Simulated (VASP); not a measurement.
# Si (P6_3/mmc) in VASP: settings compared

Si is run at these levels: r2SCAN, PBE, HSE06, PBE0; tasks: single point, relaxation of cell and atoms.

Everything below comes from runs of VASP 6.6.1. Logs are shortened: lines on timing, memory, paths and dates and some standing lists are left out, and cuts for length are marked.

## 1. The cell of the first run

The structure is hexagonal, space group P6_3/mmc (No. 194). Conventional cell: a = 3.832 Å, b = 3.832 Å, c = 6.341 Å, α = 90.00°, β = 90.00°, γ = 120.00°. Si (site symmetry 3m) has 4 Si at 2.35 to 2.37 Å within 3.1 Å.

This isn't the form of Si at room conditions, which is diamond.

## 2. Single point, r2SCAN

POSCAR

```
Si
1.0
    3.8321296558      0.0000000000      0.0000000000
   -1.9160648279      3.3187216325      0.0000000000
    0.0000000000      0.0000000000      6.3412164343
Si
4
Direct
    0.3333333333      0.6666666667      0.0005609359
    0.6666666667      0.3333333333      0.5005609359
    0.3333333333      0.6666666667      0.3744390641
    0.6666666667      0.3333333333      0.8744390641
```

INCAR.step1

```
SYSTEM = Si
PREC = Accurate
ENCUT = 520
ISMEAR = -1
SIGMA = 0.02
LREAL = .FALSE.
LASPH = .TRUE.
NELM = 100
NBANDS = 16
GGA = PE
ALGO = Normal
EDIFF = 1E-4
LWAVE = .TRUE.
LCHARG = .FALSE.
```

INCAR.step2

```
SYSTEM = Si
PREC = Accurate
ENCUT = 520
EDIFF = 1E-6
ISMEAR = -1
SIGMA = 0.02
LREAL = .FALSE.
LASPH = .TRUE.
NELM = 100
ALGO = Normal
ISIF = 2
LWAVE = .FALSE.
LCHARG = .FALSE.
METAGGA = R2SCAN
LMIXTAU = .TRUE.
NBANDS = 16
ISTART = 1
```

KPOINTS

```
regular mesh
0
G
  12 12 4
  0 0 0
```

Potentials or basis: VASP PAW PBE potentials, release 64 (Si).

The run is started by

```
> cat potpaw_PBE.64/Si/POTCAR > POTCAR
> cp INCAR.step1 INCAR
> mpirun -np 1 vasp_std > vasp.out
> cp INCAR.step2 INCAR
> mpirun -np 1 vasp_std > vasp.out
```

OUTCAR:

```text
SYSTEM = Si
   PREC = Accurate
   ENCUT = 520
   EDIFF = 1E-6
   ISMEAR = -1
   LREAL = .FALSE.
   LASPH = .TRUE.
   NELM = 100
   ISIF = 2
   METAGGA = R2SCAN
   ISTART = 1

 ion  position               nearest neighbor table
   1  0.333  0.667  0.001-   4 2.35   4 2.35   4 2.35   3 2.37
   2  0.667  0.333  0.501-   3 2.35   3 2.35   3 2.35   4 2.37
   3  0.333  0.667  0.374-   2 2.35   2 2.35   2 2.35   1 2.37
   4  0.667  0.333  0.874-   1 2.35   1 2.35   1 2.35   2 2.37

  LATTYP: Found a hexagonal cell.
 ALAT       =     3.8321296558
 C/A-ratio  =     1.6547499703

  Lattice vectors:

 A1 = (   3.8321296558,   0.0000000000,   0.0000000000)
 A2 = (  -1.9160648279,   3.3187216325,   0.0000000000)
 A3 = (   0.0000000000,   0.0000000000,   6.3412164343)

Analysis of symmetry for initial positions (statically):
=====================================================================
 Subroutine PRICEL returns:
 Original cell was already a primitive cell.

 Routine SETGRP: Setting up the symmetry group for a
 hexagonal supercell.

 Subroutine GETGRP returns: Found 24 space group operations
 (whereof  6 operations were pure point group operations)
 out of a pool of 24 trial point group operations.

The static configuration has the point symmetry C_3v.
 The point group associated with its full space group is D_6h.

Analysis of symmetry for dynamics (positions and initial velocities):
=====================================================================
 Subroutine PRICEL returns:
 Original cell was already a primitive cell.

 Routine SETGRP: Setting up the symmetry group for a
 hexagonal supercell.

 Subroutine GETGRP returns: Found 24 space group operations
 (whereof  6 operations were pure point group operations)
 out of a pool of 24 trial point group operations.

The dynamic configuration has the point symmetry C_3v.
 The point group associated with its full space group is D_6h.

 Subroutine INISYM returns: Found 24 space group operations
 (whereof  6 operations are pure point group operations),
 and found     1 'primitive' translations

----------------------------------------------------------------------------------------
[... 89 lines left out ...]
   ISTART =      1    job   : 0-new  1-cont  2-samecut
   ICHARG =      0    charge: 1-file 2-atom 10-const
   ISPIN  =      1    spin polarized calculation?
   LNONCOLLINEAR =      F non collinear calculations
   LSORBIT =      F    spin-orbit coupling
   LASPH  =      T    aspherical Exc in radial PAW
   ENCUT  =  520.0 eV  38.22 Ry    6.18 a.u.   7.13  7.13 11.79*2*pi/ulx,y,z
   NELM   =    100;   NELMIN=  2; NELMDL=  0     # of ELM steps
   EDIFF  = 0.1E-05   stopping-criterion for ELM
   LREAL  =      F    real-space projection
   EDIFFG = 0.1E-04   stopping-criterion for IOM
   NSW    =      0    number of steps for IOM
[... 5 lines left out ...]
   TEBEG  =    0.0;   TEEND  =   0.0 temperature during run
   PSTRESS=    0.0 pullay stress
   NELECT =      16.0000    total number of electrons
   NUPDOWN=      -1.0000    fix difference up-down
   EMIN   =  10.00;   EMAX   =-10.00  energy-range for DOS
   EFERMI =   0.00;   METHOD = LEGACY
   ISMEAR =    -1;   SIGMA  =   0.02  broadening in eV -4-tet -1-fermi 0-gaus
   EFERMI_NEDOS =   21; number of points for ismear=-14 and -15
   IALGO  =     38    algorithm
   IMIX   =      4    mixing-type and parameters
     AMIX     =   0.40;   BMIX     =  1.00
     AMIX_MAG =   1.60;   BMIX_MAG =  1.00
  volume/ion in A,a.u.               =      20.16       136.06
  Fermi-wavevector in a.u.,A,eV,Ry     =   0.954817  1.804343 12.404107  0.911676
  Thomas-Fermi vector in A             =   2.083599
   LORBIT       =      0    0 simple, 1 ext, 2 COOP (PROOUT), +10 PAW based schemes
   METAGGA = R2SCAN    functional components
   LHFCALC =     F    Hartree Fock is set to
   AEXX    =    0.0000 exact exchange contribution
   IVDW    =     0    specifies the selected vdW correction
   LEPSILON=     F    determine dielectric tensor
   LRPA    =     F    only Hartree local field effects (RPA)
 non-spin polarized calculation
  energy-cutoff  :      520.00
  volume of cell :       80.65
 maximum number of plane-waves:      2208
 NGX is ok and might be reduce to    30
   NGX = 15   NGY = 15   NGZ = 23

 number of electron      16.0000000 magnetization

 Free energy of the ion-electron system (eV)
  ---------------------------------------------------
  ext. energy  EPLUGINS =         0.00000000
  ---------------------------------------------------
  free energy    TOTEN  =       -35.04957888 eV

  energy without entropy =      -35.04957888  energy(sigma->0) =      -35.04957888

 E-fermi :   6.2443     XC(G=0):  -9.8234

 val. band max:        5.9367708996   @ k =   0.0000   0.0000   0.0000
 cond. band min:       6.5598495257   @ k =   0.5000  -0.0000   0.0000
 fundamental gap:      0.6230786261
 Fermi energy:         6.2443460349

 k-point     1 :       0.0000    0.0000    0.0000
  band No.  band energies     occupation
      1      -6.8236      2.00000
      2      -4.4327      2.00000
      3      -1.5840      2.00000
      4       4.3339      2.00000
      5       4.3339      2.00000
      6       5.5589      2.00000
[... 433 lines left out ...]
      3      -1.0875      2.00000
      4       0.7604      2.00000
      5       1.4748      2.00000
      6       3.1798      2.00000
[... 8 lines left out ...]
     15      13.3861      0.00000
     16      13.7990      0.00000

 [... further k-points ...]

------------------------ aborting loop because EDIFF is reached ----------------------------------------

  FORCE on cell =-STRESS in cart. coord.  units (eV):
  Direction    XX          YY          ZZ          XY          YZ          ZX
  --------------------------------------------------------------------------------------
  -------------------------------------------------------------------------------------
  Total       -0.1118762     -0.1118762     -0.1254222      0.0000000      0.0000000      0.0000000
  in kB       -2.2226174     -2.2226174     -2.4917325      0.0000000      0.0000000      0.0000000
  external PRESSURE =      -2.3123224 kB  Pullay stress =       0.0000000 kB

 VOLUME and BASIS-vectors are now :
 -----------------------------------------------------------------------------
  energy-cutoff  :      520.00
  volume of cell :       80.65
      direct lattice vectors                 reciprocal lattice vectors
     3.832129656  0.000000000  0.000000000     0.260951505  0.150660422  0.000000000
    -1.916064828  3.318721632  0.000000000     0.000000000  0.301320843  0.000000000
     0.000000000  0.000000000  6.341216434     0.000000000  0.000000000  0.157698450

 POSITION                                       TOTAL-FORCE (eV/Angst)
 -----------------------------------------------------------------------------------
     -0.00000      2.21248      0.00356        -0.000000      0.000000     -0.001113
      1.91606      1.10624      3.17417         0.000000      0.000000     -0.001113
     -0.00000      2.21248      2.37440         0.000000     -0.000000      0.001113
      1.91606      1.10624      5.54501        -0.000000      0.000000      0.001113
 -----------------------------------------------------------------------------------
    total drift:                               -0.000000      0.000000     -0.000000

  FREE ENERGIE OF THE ION-ELECTRON SYSTEM (eV)
  ---------------------------------------------------
  free  energy   TOTEN  =       -35.0495788792 eV

  energy  without entropy=      -35.0495788782  energy(sigma->0) =      -35.04957888
```

OSZICAR.step1:

```text
N       E                     dE             d eps       ncg     rms          rms(c)
DAV:   1     0.268410641874E+02    0.26841E+02   -0.59725E+03  1824   0.818E+02
DAV:   2    -0.200913691181E+02   -0.46932E+02   -0.42586E+02  2504   0.122E+02
DAV:   3    -0.219873316110E+02   -0.18960E+01   -0.18814E+01  2472   0.228E+01
DAV:   4    -0.220097385547E+02   -0.22407E-01   -0.22401E-01  2248   0.319E+00
DAV:   5    -0.220101269785E+02   -0.38842E-03   -0.38840E-03  2544   0.399E-01    0.684E+00
DAV:   6    -0.217633439289E+02    0.24678E+00   -0.99311E-02  2112   0.149E+00    0.417E+00
DAV:   7    -0.216496190370E+02    0.11372E+00   -0.21049E-01  2216   0.227E+00    0.242E-01
DAV:   8    -0.216519019350E+02   -0.22829E-02   -0.14973E-02  2232   0.615E-01    0.107E-01
DAV:   9    -0.216523953381E+02   -0.49340E-03   -0.63812E-04  2384   0.146E-01    0.824E-02
DAV:  10    -0.216525176939E+02   -0.12236E-03   -0.13195E-04  1968   0.580E-02    0.125E-02
DAV:  11    -0.216525203593E+02   -0.26654E-05   -0.63775E-06  1152   0.150E-02
   1 F= -.21652520E+02 E0= -.21652520E+02  d E =-.945572E-07
```

It took 2.4 min on 1 thread of AMD EPYC 9R45 (Zen 5), shared host; peak memory 0.19 GiB.

Results:

* Free energy: -35.0496 eV
* Pressure: -0.2 GPa
* Band gap on the k mesh: 0.62 eV (least direct gap 1.38 eV)

Caveat: the PAW data sets were made with another functional, which shifts forces and pressure a little.

## 3. Single point, r2SCAN

POSCAR is that of step 2.

INCAR.step1

```
PREC = Accurate ; ENCUT = 520
ISMEAR = 0 ; SIGMA = 0.01
LREAL = False ; LASPH = True
NELM = 100 ; NBANDS = 16
GGA = PE ; ALGO = Normal
EDIFF = 1E-4 ; LWAVE = True
LCHARG = False
```

INCAR.step2

```
PREC = Accurate ; ENCUT = 520
EDIFF = 1E-6 ; ISMEAR = 0
SIGMA = 0.01 ; LREAL = False
LASPH = True ; NELM = 100
ALGO = Normal ; ISIF = 2
LWAVE = False ; LCHARG = False
METAGGA = R2SCAN ; LMIXTAU = True
NBANDS = 16 ; ISTART = 1
```

KPOINTS

```
regular mesh
0
Gamma
  12 12 4
```

Potentials or basis: VASP PAW PBE potentials, release 64 (Si).

The run is started by

```
> cat potpaw_PBE.64/Si/POTCAR > POTCAR
> cp INCAR.step1 INCAR
> mpirun -np 1 vasp_std > vasp.out
> cp INCAR.step2 INCAR
> mpirun -np 1 vasp_std > vasp.out
```

OUTCAR:

```text
PREC = Accurate
   ENCUT = 520
   EDIFF = 1E-6
   ISMEAR = 0
   LREAL = False
   LASPH = True
   NELM = 100
   ISIF = 2
   METAGGA = R2SCAN
   ISTART = 1

 ion  position               nearest neighbor table
   1  0.333  0.667  0.001-   4 2.35   4 2.35   4 2.35   3 2.37
   2  0.667  0.333  0.501-   3 2.35   3 2.35   3 2.35   4 2.37
   3  0.333  0.667  0.374-   2 2.35   2 2.35   2 2.35   1 2.37
   4  0.667  0.333  0.874-   1 2.35   1 2.35   1 2.35   2 2.37

  LATTYP: Found a hexagonal cell.
[... 657 lines left out ...]
  FORCE on cell =-STRESS in cart. coord.  units (eV):
  Direction    XX          YY          ZZ          XY          YZ          ZX
  --------------------------------------------------------------------------------------
  -------------------------------------------------------------------------------------
  Total       -0.1118762     -0.1118762     -0.1254222      0.0000000      0.0000000      0.0000000
  in kB       -2.2226172     -2.2226172     -2.4917323      0.0000000      0.0000000      0.0000000
  external PRESSURE =      -2.3123222 kB  Pullay stress =       0.0000000 kB

 VOLUME and BASIS-vectors are now :
 -----------------------------------------------------------------------------
  energy-cutoff  :      520.00
  volume of cell :       80.65
      direct lattice vectors                 reciprocal lattice vectors
     3.832129656  0.000000000  0.000000000     0.260951505  0.150660422  0.000000000
    -1.916064828  3.318721632  0.000000000     0.000000000  0.301320843  0.000000000
     0.000000000  0.000000000  6.341216434     0.000000000  0.000000000  0.157698450

 POSITION                                       TOTAL-FORCE (eV/Angst)
 -----------------------------------------------------------------------------------
     -0.00000      2.21248      0.00356         0.000000     -0.000000     -0.001113
      1.91606      1.10624      3.17417        -0.000000      0.000000     -0.001113
     -0.00000      2.21248      2.37440         0.000000     -0.000000      0.001113
      1.91606      1.10624      5.54501        -0.000000      0.000000      0.001113
 -----------------------------------------------------------------------------------
    total drift:                               -0.000000      0.000000     -0.000000

  FREE ENERGIE OF THE ION-ELECTRON SYSTEM (eV)
  ---------------------------------------------------
  free  energy   TOTEN  =       -35.0495788796 eV

  energy  without entropy=      -35.0495788796  energy(sigma->0) =      -35.04957888
```

OUTCAR.step1:

```text
PREC = Accurate
   ENCUT = 520
   ISMEAR = 0
   LREAL = False
   LASPH = True
[... 687 lines left out ...]
     -0.00000      2.21248      0.00356        -0.000000     -0.000000     -0.003155
      1.91606      1.10624      3.17417         0.000000     -0.000000     -0.003155
     -0.00000      2.21248      2.37440        -0.000000      0.000000      0.003155
      1.91606      1.10624      5.54501         0.000000     -0.000000      0.003155
 -----------------------------------------------------------------------------------
    total drift:                               -0.000000      0.000000     -0.000000

  FREE ENERGIE OF THE ION-ELECTRON SYSTEM (eV)
  ---------------------------------------------------
  free  energy   TOTEN  =       -21.6525203518 eV

  energy  without entropy=      -21.6525203518  energy(sigma->0) =      -21.65252035
```

Wall time 2.4 min (1 thread of AMD EPYC 9R45 (Zen 5), shared host); peak memory 0.19 GiB.

Results:

- Free energy: -35.0496 eV
- Pressure: -0.2 GPa
- Band gap on the k mesh: 0.62 eV (least direct gap 1.38 eV)

Caveat: the PAW data sets were made with another functional, which shifts forces and pressure a little.

[end of part 1 of 2]
